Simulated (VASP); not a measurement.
# Fe (P6/mmm) in VASP: notebook

Fe is run at these levels: LDA; tasks: single point, relaxation of cell and atoms.

All numbers are computed with VASP 6.6.1; they aren't measurements. Logs are shortened: lines on timing, memory, paths and dates and some standing lists are left out, and cuts for length are marked.

### Step 1. The cell of the first run

Symmetry: P6/mmm, No. 191, hexagonal system. The conventional cell has a = 2.099 Å, b = 2.099 Å, c = 1.914 Å, α = 90.00°, β = 90.00°, γ = 120.00°. Within 2.5 Å of Fe (site symmetry 6/mmm) lie 8 Fe at 1.91 to 2.10 Å.

This isn't the form of Fe at room conditions, which is bcc.

### Step 2. Single point, LDA, collinear spin, ferromagnetic start

The input, INCAR:

```
  PREC = Accurate
  ENCUT = 600
  EDIFF = 1E-6
  ISMEAR = -1
  SIGMA = 0.05
  LREAL = F
  LASPH = T
  NELM = 200
  ALGO = Normal
  ISIF = 2
  LWAVE = F
  LCHARG = F
  ISPIN = 2
  MAGMOM = 2.5
  LORBIT = 11
  LMAXMIX = 4
  GGA = CA
  NBANDS = 18
  GGA_COMPAT = F
```

The input, KPOINTS:

```
regular mesh
0
Gamma
  21 21 19
```

The input, POSCAR:

```
Fe
1.0
    2.0993080935      0.0000000000      0.0000000000
   -1.0496540468      1.8180541393      0.0000000000
    0.0000000000      0.0000000000      1.9137535351
Fe
1
Direct
    0.0000000000      0.0000000000      0.0000000000
```

Potentials or basis: VASP PAW LDA potentials, release 64 (Fe_sv).

Run with:

```console
> cat potpaw_LDA.64/Fe_sv/POTCAR > POTCAR
> mpirun -np 1 vasp_std > vasp.out
```

OUTCAR:

```text
PREC = Accurate
   ENCUT = 600
   EDIFF = 1E-6
   ISMEAR = -1
   LREAL = F
   LASPH = T
   NELM = 200
   ISIF = 2
   ISPIN = 2
   LORBIT = 11
   GGA = CA

 ion  position               nearest neighbor table
   1  0.000  0.000  0.000-

  LATTYP: Found a hexagonal cell.
 ALAT       =     2.0993080935
 C/A-ratio  =     0.9116115643

  Lattice vectors:

 A1 = (   2.0993080935,   0.0000000000,   0.0000000000)
 A2 = (  -1.0496540468,   1.8180541393,   0.0000000000)
 A3 = (   0.0000000000,   0.0000000000,   1.9137535351)

Analysis of symmetry for initial positions (statically):
=====================================================================
 Subroutine PRICEL returns:
 Original cell was already a primitive cell.

 Routine SETGRP: Setting up the symmetry group for a
 hexagonal supercell.

 Subroutine GETGRP returns: Found 24 space group operations
 (whereof 24 operations were pure point group operations)
 out of a pool of 24 trial point group operations.

The static configuration has the point symmetry D_6h.

Analysis of symmetry for dynamics (positions and initial velocities):
=====================================================================
 Subroutine PRICEL returns:
 Original cell was already a primitive cell.

 Routine SETGRP: Setting up the symmetry group for a
 hexagonal supercell.

 Subroutine GETGRP returns: Found 24 space group operations
 (whereof 24 operations were pure point group operations)
 out of a pool of 24 trial point group operations.

The dynamic configuration has the point symmetry D_6h.

Analysis of structural, dynamic, and magnetic symmetry:
=====================================================================
 Subroutine PRICEL returns:
 Original cell was already a primitive cell.

 Routine SETGRP: Setting up the symmetry group for a
 hexagonal supercell.

 Subroutine GETGRP returns: Found 24 space group operations
 (whereof 24 operations were pure point group operations)
 out of a pool of 24 trial point group operations.

The overall configuration has the point symmetry D_6h.

 Subroutine INISYM returns: Found 24 space group operations
 (whereof 24 operations are pure point group operations),
 and found     1 'primitive' translations

----------------------------------------------------------------------------------------

                                     Primitive cell

  volume of cell :       7.3041

  direct lattice vectors                    reciprocal lattice vectors
     2.099308093  0.000000000  0.000000000     0.476347423  0.275019313  0.000000000
    -1.049654047  1.818054139  0.000000000     0.000000000  0.550038626  0.000000000
     0.000000000  0.000000000  1.913753535     0.000000000  0.000000000  0.522533326

  length of vectors
     2.099308093  2.099308093  1.913753535     0.550038626  0.550038626  0.522533326

  position of ions in fractional coordinates (direct lattice)
     0.000000000  0.000000000  0.000000000

  ion indices of the primitive-cell ions
   primitive index   ion index
                 1           1

----------------------------------------------------------------------------------------

 KPOINTS: regular mesh

Automatic generation of k-mesh.
 Grid dimensions read from file:
 generate k-points for:   21   21   19

 Generating k-lattice:

  Cartesian coordinates                     Fractional coordinates (reciprocal lattice)
     0.022683211  0.013096158  0.000000000     0.047619048  0.000000000  0.000000000
     0.000000000  0.026192316  0.000000000     0.000000000  0.047619048  0.000000000
     0.000000000  0.000000000  0.027501754     0.000000000  0.000000000  0.052631579

  Length of vectors
     0.026192316  0.026192316  0.027501754

  Shift w.r.t. Gamma in fractional coordinates (k-lattice)
     0.000000000  0.000000000  0.000000000

 Subroutine IBZKPT returns following result:
 ===========================================

 Found    480 irreducible k-points:

 Following reciprocal coordinates:
            Coordinates               Weight
  0.000000  0.000000  0.000000      1.000000
  0.047619  0.000000  0.000000      6.000000
  0.095238  0.000000  0.000000      6.000000
  0.142857 -0.000000  0.000000      6.000000
  0.190476  0.000000  0.000000      6.000000
  0.238095  0.000000  0.000000      6.000000
[... 16 lines left out ...]
  0.142857  0.095238  0.000000     12.000000
  0.190476  0.095238  0.000000     12.000000
 [... further k-points ...]
   k-points           NKPTS =    480   k-points in BZ     NKDIM =    480   number of bands    NBANDS=     18
   number of dos      NEDOS =    301   number of ions     NIONS =      1
   total plane-waves  NPLWV =   5184
   dimension x,y,z NGX =    18 NGY =   18 NGZ =   16
   dimension x,y,z NGXF=    36 NGYF=   36 NGZF=   32
   ions per type =               1
   NGX,Y,Z   is equivalent  to a cutoff of  14.25, 14.25, 13.90 a.u.
   NGXF,Y,Z  is equivalent  to a cutoff of  28.51, 28.51, 27.80 a.u.
 SYSTEM =  unknown system
   PREC   = accura    normal or accurate (medium, high low for compatibility)
   ISTART =      0    job   : 0-new  1-cont  2-samecut
   ICHARG =      2    charge: 1-file 2-atom 10-const
   ISPIN  =      2    spin polarized calculation?
   LNONCOLLINEAR =      F non collinear calculations
   LSORBIT =      F    spin-orbit coupling
   LASPH  =      T    aspherical Exc in radial PAW
   ENCUT  =  600.0 eV  44.10 Ry    6.64 a.u.   4.19  4.19  3.82*2*pi/ulx,y,z
   NELM   =    200;   NELMIN=  2; NELMDL= -5     # of ELM steps
   EDIFF  = 0.1E-05   stopping-criterion for ELM
   LREAL  =      F    real-space projection
[... 7 lines left out ...]
   TEBEG  =    0.0;   TEEND  =   0.0 temperature during run
   PSTRESS=    0.0 pullay stress
   NELECT =      16.0000    total number of electrons
   NUPDOWN=      -1.0000    fix difference up-down
   EMIN   =  10.00;   EMAX   =-10.00  energy-range for DOS
   EFERMI =   0.00;   METHOD = LEGACY
   ISMEAR =    -1;   SIGMA  =   0.05  broadening in eV -4-tet -1-fermi 0-gaus
   EFERMI_NEDOS =   21; number of points for ismear=-14 and -15
   IALGO  =     38    algorithm
   IMIX   =      4    mixing-type and parameters
     AMIX     =   0.40;   BMIX     =  1.00
     AMIX_MAG =   1.60;   BMIX_MAG =  1.00
  volume/ion in A,a.u.               =       7.30        49.29
  Fermi-wavevector in a.u.,A,eV,Ry     =   2.126140  4.017822 61.504737  4.520471
  Thomas-Fermi vector in A             =   3.109208
   LORBIT       =     11    0 simple, 1 ext, 2 COOP (PROOUT), +10 PAW based schemes
   GGA     = CA    functional components
   LHFCALC =     F    Hartree Fock is set to
   AEXX    =    0.0000 exact exchange contribution
   IVDW    =     0    specifies the selected vdW correction
   LEPSILON=     F    determine dielectric tensor
   LRPA    =     F    only Hartree local field effects (RPA)
 spin polarized calculation
  energy-cutoff  :      600.00
  volume of cell :        7.30
 maximum number of plane-waves:       253
 NGX is ok and might be reduce to    18
   NGX =  9   NGY =  9   NGZ =  7

 number of electron      15.9999987 magnetization      -0.0061721

 number of electron      15.9999987 magnetization       0.0004122

 Free energy of the ion-electron system (eV)
  ---------------------------------------------------
  ext. energy  EPLUGINS =         0.00000000
  ---------------------------------------------------
  free energy    TOTEN  =        -7.26426549 eV

  energy without entropy =       -7.25369476  energy(sigma->0) =       -7.25898012

 E-fermi :  20.8692     XC(G=0): -17.0362

 val. band max:       20.8680093098   @ k =   0.2857   0.0476   0.1053
 cond. band min:      20.8695376899   @ k =   0.2857  -0.0000   0.1579
 fundamental gap:      0.0015283802
 Fermi energy:        20.8691933493

 spin component 1

 k-point     1 :       0.0000    0.0000    0.0000
  band No.  band energies     occupation
      1     -66.4197      1.00000
      2     -31.7074      1.00000
      3     -31.7074      1.00000
      4     -31.5017      1.00000
      5      10.0360      1.00000
      6      14.0203      1.00000
[... 10 lines left out ...]
     17      57.6025      0.00000
     18      71.8710      0.00000

 k-point     2 :       0.0476    0.0000    0.0000
  band No.  band energies     occupation
      1     -66.4094      1.00000
      2     -31.7520      1.00000
      3     -31.7169      1.00000
      4     -31.4970      1.00000
      5      10.1621      1.00000
      6      14.0635      1.00000
[... 10 lines left out ...]
     17      59.0948      0.00000
     18      72.3369      0.00000

 k-point     3 :       0.0952    0.0000    0.0000
  band No.  band energies     occupation
      1     -66.3794      1.00000
      2     -31.8855      1.00000
      3     -31.7455      1.00000
      4     -31.4834      1.00000
      5      10.5300      1.00000
      6      14.1885      1.00000
[... 10 lines left out ...]
     17      61.0127      0.00000
     18      73.6896      0.00000

 k-point     4 :       0.1429   -0.0000    0.0000
  band No.  band energies     occupation
      1     -66.3323      1.00000
      2     -32.0948      1.00000
      3     -31.7912      1.00000
      4     -31.4623      1.00000
      5      11.1057      1.00000
      6      14.3809      1.00000
[... 375 lines left out ...]
      4     -31.4503      1.00000
      5      11.4410      1.00000
      6      14.5004      1.00000
[... 10 lines left out ...]
     17      65.4832      0.00000
     18      73.9406      0.00000

 k-point    23 :       0.1429    0.0952    0.0000
  band No.  band energies     occupation
      1     -66.2475      1.00000
      2     -32.4344      1.00000
      3     -31.8989      1.00000
      4     -31.4245      1.00000
      5      12.1493      1.00000
      6      14.7398      1.00000
[... 10 lines left out ...]
     17      67.9319      0.00000
     18      72.1477      0.00000

 k-point    24 :       0.1905    0.0952    0.0000
  band No.  band energies     occupation
      1     -66.1817      1.00000
      2     -32.6954      1.00000
      3     -31.9775      1.00000
      4     -31.3953      1.00000
      5      12.9102      1.00000
      6      14.9464      1.00000
[... 10 lines left out ...]
     17      70.3459      0.00000
     18      70.4213      0.00000

 [... further k-points ...]

 spin component 2

 k-point     1 :       0.0000    0.0000    0.0000
  band No.  band energies     occupation
      1     -66.4193      1.00000
      2     -31.7070      1.00000
      3     -31.7070      1.00000
      4     -31.5014      1.00000
      5      10.0361      1.00000
      6      14.0206      1.00000
[... 10 lines left out ...]
     17      57.6027      0.00000
     18      71.8712      0.00000

 k-point     2 :       0.0476    0.0000    0.0000
  band No.  band energies     occupation
      1     -66.4090      1.00000
      2     -31.7516      1.00000
      3     -31.7165      1.00000
      4     -31.4966      1.00000
      5      10.1623      1.00000
      6      14.0638      1.00000
[... 10 lines left out ...]
     17      59.0950      0.00000
     18      72.3372      0.00000

 k-point     3 :       0.0952    0.0000    0.0000
  band No.  band energies     occupation
      1     -66.3791      1.00000
      2     -31.8851      1.00000
      3     -31.7452      1.00000
      4     -31.4830      1.00000
      5      10.5302      1.00000
      6      14.1888      1.00000
[... 10 lines left out ...]
     17      61.0129      0.00000
     18      73.6898      0.00000

 k-point     4 :       0.1429   -0.0000    0.0000
  band No.  band energies     occupation
      1     -66.3319      1.00000
      2     -32.0944      1.00000
      3     -31.7908      1.00000
      4     -31.4620      1.00000
      5      11.1058      1.00000
      6      14.3813      1.00000
[... 375 lines left out ...]
      4     -31.4499      1.00000
      5      11.4411      1.00000
      6      14.5007      1.00000
[... 10 lines left out ...]
     17      65.4834      0.00000
     18      73.9408      0.00000

 k-point    23 :       0.1429    0.0952    0.0000
  band No.  band energies     occupation
      1     -66.2471      1.00000
      2     -32.4340      1.00000
      3     -31.8986      1.00000
      4     -31.4241      1.00000
      5      12.1495      1.00000
      6      14.7402      1.00000
[... 10 lines left out ...]
     17      67.9321      0.00000
     18      72.1479      0.00000

 k-point    24 :       0.1905    0.0952    0.0000
  band No.  band energies     occupation
      1     -66.1813      1.00000
      2     -32.6951      1.00000
      3     -31.9771      1.00000
      4     -31.3950      1.00000
      5      12.9105      1.00000
      6      14.9467      1.00000
[... 10 lines left out ...]
     17      70.3461      0.00000
     18      70.4215      0.00000

 [... further k-points ...]

------------------------ aborting loop because EDIFF is reached ----------------------------------------

  FORCE on cell =-STRESS in cart. coord.  units (eV):
  Direction    XX          YY          ZZ          XY          YZ          ZX
  --------------------------------------------------------------------------------------
  -------------------------------------------------------------------------------------
  Total        9.3508938      9.3508938      9.2863628     -0.0000000      0.0000000      0.0000000
  in kB     2051.1371938   2051.1371937   2036.9821770     -0.0000001      0.0000000      0.0000000
  external PRESSURE =    2046.4188549 kB  Pullay stress =       0.0000000 kB

 VOLUME and BASIS-vectors are now :
 -----------------------------------------------------------------------------
  energy-cutoff  :      600.00
  volume of cell :        7.30
      direct lattice vectors                 reciprocal lattice vectors
     2.099308093  0.000000000  0.000000000     0.476347423  0.275019313  0.000000000
    -1.049654047  1.818054139  0.000000000     0.000000000  0.550038626  0.000000000
     0.000000000  0.000000000  1.913753535     0.000000000  0.000000000  0.522533326

 POSITION                                       TOTAL-FORCE (eV/Angst)
 -----------------------------------------------------------------------------------
      0.00000      0.00000      0.00000         0.000000      0.000000      0.000000
 -----------------------------------------------------------------------------------
    total drift:                               -0.000000      0.000000     -0.000000

  FREE ENERGIE OF THE ION-ELECTRON SYSTEM (eV)
  ---------------------------------------------------
  free  energy   TOTEN  =        -7.2642654881 eV

  energy  without entropy=       -7.2536947585  energy(sigma->0) =       -7.25898012

 total charge

# of ion       s       p       d       tot
------------------------------------------
    1        2.291   6.111   5.950  14.352

 magnetization (x)

# of ion       s       p       d       tot
------------------------------------------
    1        0.000   0.000   0.000   0.000
```

Run time: 84 s. Hardware: 1 thread of AMD EPYC 9R45 (Zen 5), shared host; peak memory 0.18 GiB.

Results:

```
Free energy                                           : -7.2643 eV
Pressure                                              : 204.6 GPa
Band gap on the k mesh                                : zero (filled and empty bands overlap)
Net moment                                            : 0.00 μB per cell
Valence electrons inside the program's atomic spheres : Fe 14.35
```

Stress tensor (GPa, compression positive):
```
205.11   0.00   0.00
  0.00 205.11   0.00
  0.00   0.00 203.70
```

Levels at points of the mesh, in eV from the Fermi level:
Spin up:
| k point | band 4 | band 5 | band 6 | band 7 | band 8 | band 9 | band 10 | band 11 | band 12 | band 13 |
| --- | --- | --- | --- | --- | --- | --- | --- | --- | --- | --- |
| (0.00, 0.00, 0.00) | -52.37 | -10.83 | -6.85 | -2.83 | -2.83 | 2.02 | 2.02 | 24.30 | 28.14 | 35.43 |
Spin down:
| k point | band 6 | band 7 | band 8 | band 9 | band 10 | band 11 |
| --- | --- | --- | --- | --- | --- | --- |
| (0.00, 0.00, 0.00) | -6.85 | -2.83 | -2.83 | 2.02 | 2.02 | 24.30 |

Caveat: atoms lie so close that the PAW spheres overlap strongly, which falsifies energies and pressures; the cell stands under pressure.

(Continued in part 2 of 2.)
